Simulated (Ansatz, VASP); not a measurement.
**One calculation of Bi, two programs**

```
Bi
1.0
    -1.83050    1.83050    2.12558
     1.83050   -1.83050    2.12558
     1.83050    1.83050   -2.12558
Bi
1
Direct
  0.00000 0.00000 0.00000
```

Alike in both runs: task single point; functional PBE; dispersion D3(BJ); k mesh 18 × 18 × 18; occupations gaussian, width 0.15 eV; no spin polarisation.

```csv
,VASP,Ansatz
version,VASP 6.6.1,Ansatz 0.2.0
potentials or method,"VASP PAW PBE potentials, release 64 (Bi_d), cutoff 520 eV","scalar-relativistic, plane waves, PAW"
valence electrons in the cell,15,15
```

|  | VASP | Ansatz | Ansatz less VASP |
| --- | --- | --- | --- |
| gap on the k mesh at the Fermi level (eV) | none | none | - |
| pressure (GPa) | 3.9 | 4.0 | +0.05 |
| traceless stress, the component that is largest in VASP (GPa) | -1.52 | -1.52 | -0.005 |

A gap of «none» marks a metal or a gap that the smearing closes.

Spin-orbit coupling is off throughout.
